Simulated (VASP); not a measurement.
# ZnS (rocksalt type) (Fm-3m) in VASP: a series of runs

ZnS (rocksalt type) is run at these levels: PBE; tasks: electric field gradients.

Program: VASP 6.6.1. These are calculated values, not measurements. Logs are shortened: lines on timing, memory, paths and dates and some standing lists are left out, and cuts for length are marked.

### Step 1. The cell of the first run

Symmetry: Fm-3m, No. 225, cubic system. Conventional cell: a = 5.017 Å, b = 5.017 Å, c = 5.017 Å, α = 90.00°, β = 90.00°, γ = 90.00°. Zn (site symmetry m-3m) has 6 S at 2.51 Å within 3.3 Å. S (site symmetry m-3m) has 6 Zn at 2.51 Å within 3.3 Å.

### Step 2. Electric field gradients, PBE (volume scaled by 0.95)

File INCAR:

```
SYSTEM = ZnS
PREC = Accurate
ENCUT = 520
EDIFF = 1E-8
ISMEAR = -1
SIGMA = 0.05
LREAL = .FALSE.
LASPH = .TRUE.
NELM = 80
ALGO = Normal
ISIF = 2
LWAVE = .FALSE.
LCHARG = .FALSE.
GGA = PE
LEFG = .TRUE.
NBANDS = 16
```

File KPOINTS:

```
regular mesh
0
G
  15 15 15
  0 0 0
```

File POSCAR:

```
ZnS
1.0
    0.0000000000      2.5084705592      2.5084705592
    2.5084705592      0.0000000000      2.5084705592
    2.5084705592      2.5084705592      0.0000000000
Zn S
1 1
Direct
    0.0000000000      0.0000000000      0.0000000000
    0.5000000000      0.5000000000      0.5000000000
```

Potentials or basis: VASP PAW PBE potentials, release 64 (Zn, S).

Launch:

```bash
> cat potpaw_PBE.64/Zn/POTCAR potpaw_PBE.64/S/POTCAR > POTCAR
> mpirun -np 1 vasp_std > vasp.out
```

OUTCAR:

```text
SYSTEM = ZnS
   PREC = Accurate
   ENCUT = 520
   EDIFF = 1E-8
   ISMEAR = -1
   LREAL = .FALSE.
   LASPH = .TRUE.
   NELM = 80
   ISIF = 2
   GGA = PE

 ion  position               nearest neighbor table
   1  0.000  0.000  0.000-   2 2.51   2 2.51   2 2.51   2 2.51   2 2.51   2 2.51
   2  0.500  0.500  0.500-   1 2.51   1 2.51   1 2.51   1 2.51   1 2.51   1 2.51

  LATTYP: Found a face centered cubic cell.
 ALAT       =     5.0169411184

  Lattice vectors:

 A1 = (   0.0000000000,   2.5084705592,   2.5084705592)
 A2 = (   2.5084705592,   0.0000000000,   2.5084705592)
 A3 = (   2.5084705592,   2.5084705592,   0.0000000000)

Analysis of symmetry for initial positions (statically):
=====================================================================
 Subroutine PRICEL returns:
 Original cell was already a primitive cell.

 Routine SETGRP: Setting up the symmetry group for a
 face centered cubic supercell.

 Subroutine GETGRP returns: Found 48 space group operations
 (whereof 48 operations were pure point group operations)
 out of a pool of 48 trial point group operations.

The static configuration has the point symmetry O_h .

Analysis of symmetry for dynamics (positions and initial velocities):
=====================================================================
 Subroutine PRICEL returns:
 Original cell was already a primitive cell.

 Routine SETGRP: Setting up the symmetry group for a
 face centered cubic supercell.

 Subroutine GETGRP returns: Found 48 space group operations
 (whereof 48 operations were pure point group operations)
 out of a pool of 48 trial point group operations.

The dynamic configuration has the point symmetry O_h .

 Subroutine INISYM returns: Found 48 space group operations
 (whereof 48 operations are pure point group operations),
 and found     1 'primitive' translations

----------------------------------------------------------------------------------------

                                     Primitive cell

  volume of cell :      31.5687

  direct lattice vectors                    reciprocal lattice vectors
     0.000000000  2.508470559  2.508470559    -0.199324644  0.199324644  0.199324644
     2.508470559  0.000000000  2.508470559     0.199324644 -0.199324644  0.199324644
     2.508470559  2.508470559  0.000000000     0.199324644  0.199324644 -0.199324644

  length of vectors
     3.547513086  3.547513086  3.547513086     0.345240410  0.345240410  0.345240410

  position of ions in fractional coordinates (direct lattice)
     0.000000000  0.000000000  0.000000000
     0.500000000  0.500000000  0.500000000

  ion indices of the primitive-cell ions
   primitive index   ion index
                 1           1
                 2           2

----------------------------------------------------------------------------------------

 KPOINTS: regular mesh

Automatic generation of k-mesh.
 Grid dimensions read from file:
 generate k-points for:   15   15   15

 Generating k-lattice:

  Cartesian coordinates                     Fractional coordinates (reciprocal lattice)
    -0.013288310  0.013288310  0.013288310     0.066666667  0.000000000  0.000000000
     0.013288310 -0.013288310  0.013288310     0.000000000  0.066666667  0.000000000
     0.013288310  0.013288310 -0.013288310     0.000000000  0.000000000  0.066666667

  Length of vectors
     0.023016027  0.023016027  0.023016027

  Shift w.r.t. Gamma in fractional coordinates (k-lattice)
     0.000000000  0.000000000  0.000000000

 Subroutine IBZKPT returns following result:
 ===========================================

 Found    120 irreducible k-points:

 Following reciprocal coordinates:
            Coordinates               Weight
  0.000000  0.000000  0.000000      1.000000
  0.066667  0.000000  0.000000      8.000000
  0.133333  0.000000  0.000000      8.000000
  0.200000  0.000000  0.000000      8.000000
  0.266667  0.000000  0.000000      8.000000
  0.333333  0.000000  0.000000      8.000000
[... 16 lines left out ...]
  0.133333  0.133333  0.000000      6.000000
  0.200000  0.133333  0.000000     24.000000
 [... further k-points ...]
   k-points           NKPTS =    120   k-points in BZ     NKDIM =    120   number of bands    NBANDS=     16
   number of dos      NEDOS =    301   number of ions     NIONS =      2
   total plane-waves  NPLWV =  21952
   dimension x,y,z NGX =    28 NGY =   28 NGZ =   28
   dimension x,y,z NGXF=    56 NGYF=   56 NGZF=   56
   ions per type =               1   1
   NGX,Y,Z   is equivalent  to a cutoff of  13.12, 13.12, 13.12 a.u.
   NGXF,Y,Z  is equivalent  to a cutoff of  26.24, 26.24, 26.24 a.u.
 SYSTEM =  ZnS
   PREC   = accura    normal or accurate (medium, high low for compatibility)
   ISTART =      0    job   : 0-new  1-cont  2-samecut
   ICHARG =      2    charge: 1-file 2-atom 10-const
   ISPIN  =      1    spin polarized calculation?
   LNONCOLLINEAR =      F non collinear calculations
   LSORBIT =      F    spin-orbit coupling
   LASPH  =      T    aspherical Exc in radial PAW
   ENCUT  =  520.0 eV  38.22 Ry    6.18 a.u.   6.60  6.60  6.60*2*pi/ulx,y,z
   NELM   =     80;   NELMIN=  2; NELMDL= -5     # of ELM steps
   EDIFF  = 0.1E-07   stopping-criterion for ELM
   LREAL  =      F    real-space projection
   EDIFFG = 0.1E-06   stopping-criterion for IOM
   NSW    =      0    number of steps for IOM
   IBRION =     -1    ionic relax: 0-MD 1-quasi-New 2-CG
   NFREE  =      0    steps in history (QN), initial steepest desc. (CG)
   ISIF   =      2    stress and relaxation
   ISYM   =      2    0-nonsym 1-usesym 2-fastsym
   POTIM  = 0.5000    time-step for ionic-motion
   TEBEG  =    0.0;   TEEND  =   0.0 temperature during run
   PSTRESS=    0.0 pullay stress
   NELECT =      18.0000    total number of electrons
   NUPDOWN=      -1.0000    fix difference up-down
   EMIN   =  10.00;   EMAX   =-10.00  energy-range for DOS
   EFERMI =   0.00;   METHOD = LEGACY
   ISMEAR =    -1;   SIGMA  =   0.05  broadening in eV -4-tet -1-fermi 0-gaus
   EFERMI_NEDOS =   21; number of points for ismear=-14 and -15
   IALGO  =     38    algorithm
   IMIX   =      4    mixing-type and parameters
     AMIX     =   0.40;   BMIX     =  1.00
     AMIX_MAG =   1.60;   BMIX_MAG =  1.00
  volume/ion in A,a.u.               =      15.78       106.52
  Fermi-wavevector in a.u.,A,eV,Ry     =   1.357521  2.565343 25.073689  1.842864
  Thomas-Fermi vector in A             =   2.484433
   LORBIT       =      0    0 simple, 1 ext, 2 COOP (PROOUT), +10 PAW based schemes
   GGA     = PE    functional components
   LHFCALC =     F    Hartree Fock is set to
   AEXX    =    0.0000 exact exchange contribution
   IVDW    =     0    specifies the selected vdW correction
   LEPSILON=     F    determine dielectric tensor
   LRPA    =     F    only Hartree local field effects (RPA)
 non-spin polarized calculation
  energy-cutoff  :      520.00
  volume of cell :       31.57
 maximum number of plane-waves:       881
   NGX = 13   NGY = 13   NGZ = 13

 number of electron      18.0000015 magnetization

 Free energy of the ion-electron system (eV)
  ---------------------------------------------------
  ext. energy  EPLUGINS =         0.00000000
  ---------------------------------------------------
  free energy    TOTEN  =        -6.18910985 eV

  energy without entropy =       -6.18706571  energy(sigma->0) =       -6.18808778

 E-fermi :   4.4257     XC(G=0): -11.0415

 val. band max:        4.3670305933   @ k =  -0.4667   0.4667   0.0000
 cond. band min:       4.5722446253   @ k =   0.4667   0.4000   0.0000
 fundamental gap:      0.2052140320
 Fermi energy:         4.4257270837

 k-point     1 :       0.0000    0.0000    0.0000
  band No.  band energies     occupation
      1      -9.8283      2.00000
      2      -2.0316      2.00000
      3      -2.0316      2.00000
      4      -2.0159      2.00000
      5      -2.0159      2.00000
      6      -2.0159      2.00000
[... 8 lines left out ...]
     15      16.2101      0.00000
     16      16.2101      0.00000
[... 419 lines left out ...]
 k-point    24 :       0.2000    0.1333    0.0000
  band No.  band energies     occupation
      1      -9.3496      2.00000
      2      -2.2613      2.00000
      3      -2.0641      2.00000
      4      -2.0453      2.00000
      5      -1.9793      2.00000
      6      -1.9588      2.00000
[... 8 lines left out ...]
     15      16.5442      0.00000
     16      17.6156      0.00000

 [... further k-points ...]

------------------------ aborting loop because EDIFF is reached ----------------------------------------

  FORCE on cell =-STRESS in cart. coord.  units (eV):
  Direction    XX          YY          ZZ          XY          YZ          ZX
  --------------------------------------------------------------------------------------
  -------------------------------------------------------------------------------------
  Total        1.0177278      1.0177278      1.0177278      0.0000000     -0.0000000     -0.0000000
  in kB       51.6517713     51.6517713     51.6517713      0.0000000     -0.0000000     -0.0000000
  external PRESSURE =      51.6517713 kB  Pullay stress =       0.0000000 kB

 VOLUME and BASIS-vectors are now :
 -----------------------------------------------------------------------------
  energy-cutoff  :      520.00
  volume of cell :       31.57
      direct lattice vectors                 reciprocal lattice vectors
     0.000000000  2.508470559  2.508470559    -0.199324644  0.199324644  0.199324644
     2.508470559  0.000000000  2.508470559     0.199324644 -0.199324644  0.199324644
     2.508470559  2.508470559  0.000000000     0.199324644  0.199324644 -0.199324644

 POSITION                                       TOTAL-FORCE (eV/Angst)
 -----------------------------------------------------------------------------------
      0.00000      0.00000      0.00000        -0.000000      0.000000      0.000000
      2.50847      2.50847      2.50847         0.000000     -0.000000     -0.000000
 -----------------------------------------------------------------------------------
    total drift:                               -0.000000      0.000000      0.000000

  FREE ENERGIE OF THE ION-ELECTRON SYSTEM (eV)
  ---------------------------------------------------
  free  energy   TOTEN  =        -6.1891098510 eV

  energy  without entropy=       -6.1870657064  energy(sigma->0) =       -6.18808778

 Electric field gradients (V/A^2)
---------------------------------------------------------------------
 ion       V_xx      V_yy      V_zz      V_xy      V_xz      V_yz
---------------------------------------------------------------------
   1       0.000    -0.000     0.000     0.002     0.002     0.002
   2      -0.000    -0.000    -0.000     0.000     0.000     0.000
---------------------------------------------------------------------

 Electric field gradients after diagonalization (V/A^2)
 (convention: |V_zz| > |V_xx| > |V_yy|)
----------------------------------------------------------------------
 ion       V_xx      V_yy      V_zz     asymmetry (V_yy - V_xx)/ V_zz
----------------------------------------------------------------------
   1      -0.002    -0.002     0.004       0.000
   2      -0.000    -0.000     0.000       0.000
----------------------------------------------------------------------

           NMR quadrupolar parameters

 Cq : quadrupolar parameter    Cq=e*Q*V_zz/h
 eta: asymmetry parameters     (V_yy - V_xx)/ V_zz
 Q  : nuclear electric quadrupole moment in mb (millibarn)
----------------------------------------------------------------------
 ion       Cq(MHz)       eta       Q (mb)
----------------------------------------------------------------------
   1       0.000       0.000       1.000
   2       0.000       0.000       1.000
----------------------------------------------------------------------
```

Run time: 41 s. Hardware: 1 thread of Intel Xeon 6975P-C (Granite Rapids), shared host; peak memory 0.19 GiB.

Results:

```
Free energy            : -6.1891 eV
Pressure               : 5.2 GPa
Band gap on the k mesh : zero (band 9 reaches 4.36 eV, above the bottom of band 10 at 4.11 eV)
```

Levels at points of the mesh, in eV from the Fermi level:
| k point | band 7 | band 8 | band 9 | band 10 | band 11 | band 12 |
| --- | --- | --- | --- | --- | --- | --- |
| (0.00, 0.00, 0.00) | -0.72 | -0.72 | -0.72 | 2.08 | 8.97 | 8.97 |

Caveat: without QUAD_EFG the Cq values of the log hold for a quadrupole moment of 1 mb, not for the nuclei.

(Part 1 of 2 ends here.)
